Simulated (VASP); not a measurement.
A run of VASP 6.6.1:

Contents of INCAR:

```
SYSTEM = CoO
  PREC = Accurate
  ENCUT = 520
  EDIFF = 1E-7
  ISMEAR = 0
  SIGMA = 0.011
  LREAL = .FALSE.
  LASPH = .TRUE.
  NELM = 150
  ALGO = Normal
  ISIF = 2
  LWAVE = .FALSE.
  LCHARG = .FALSE.
  ISPIN = 2
  MAGMOM = 2 0
  LORBIT = 11
  LMAXMIX = 4
  GGA = PE
  NBANDS = 18
```

Contents of KPOINTS:

```
regular mesh
0
G
  10 10 10
  0 0 0
```

The input POSCAR:

```
CoO
1.0
    1.6022198417      0.9250420569      2.5664708903
   -1.6022198417      0.9250420569      2.5664708903
    0.0000000000     -1.8500841138      2.5664708903
Co O
1 1
Direct
    0.9989783200      0.9989783200      0.9989783200
    0.7510210300      0.7510210300      0.7510210300
```

Potentials or basis: VASP PAW PBE potentials, release 64 (Co, O).

Launch:

```bash
$ cat potpaw_PBE.64/Co/POTCAR potpaw_PBE.64/O/POTCAR > POTCAR
$ mpirun -np 1 vasp_std > vasp.out
```

Hardware: 1 thread of Intel(R) Xeon(R) Platinum 8259CL CPU @ 2.50GHz (Skylake/Cascade Lake) (shared host).

Task: Estimate the wall time of this run.

Result: Run time: 62 s on 1 thread of Intel(R) Xeon(R) Platinum 8259CL CPU @ 2.50GHz (Skylake/Cascade Lake), with other jobs on the host, peak memory 0.2 GiB. Counts: scf iterations 17, k points 116.
